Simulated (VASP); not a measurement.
Set up this calculation in VASP 6.6.1, as the native input.

```
Task                   : single point
Functional             : PBEsol
Potentials or basis    : VASP PAW PBE potentials, release 64 (Na_pv)
Cutoff                 : 520 eV
k mesh                 : 16 × 16 × 16
Occupations            : gaussian, width 0.15 eV
Spin                   : no spin polarisation
Dipole correction      : no
Further INCAR settings : ALGO = Fast; EDIFF = 1e-06; NBANDS = 10
```

The structure of Na lies in POSCAR:

```
Na
1.0
   -2.0857375000      2.0857375000      2.1810250000
    2.0857375000     -2.0857375000      2.1810250000
    2.0857375000      2.0857375000     -2.1810250000
Na
1
Direct
    0.0000000000      0.0000000000      0.0000000000
```

This cell differs from its parent crystal: strain -0.015 along x and y, +0.030 along z.

These files were run (other wordings do the same):

INCAR

```
SYSTEM = Na
PREC = Accurate
ENCUT = 520
EDIFF = 1E-6
ISMEAR = 0
SIGMA = 0.15
LREAL = .False.
LASPH = .True.
NELM = 60
ALGO = Fast
ISIF = 2
LWAVE = .False.
LCHARG = .True.
GGA = PS
LELF = .True.
LVHAR = .True.
NBANDS = 10
```

KPOINTS

```
Automatic mesh
0
Gamma
  16 16 16
  0 0 0
```

Potentials or basis: VASP PAW PBE potentials, release 64 (Na_pv).

Launch:

```sh
$ cat potpaw_PBE.64/Na_pv/POTCAR > POTCAR
$ mpirun -np 1 vasp_std > vasp.out
```

Results of the run:

```
Pressure               : -0.3 GPa
Band gap on the k mesh : zero (an odd number of electrons rules out a gap without spin polarisation)
```

Caveat: the cell differs from its parent crystal (strain -0.015 along x and y, +0.030 along z); the PAW data sets were made with another functional, which shifts forces and pressure a little.

Wall time 58 s on 1 thread of Intel(R) Xeon(R) Platinum 8559C (Emerald Rapids), with other jobs on the host, peak memory 0.22 GiB.
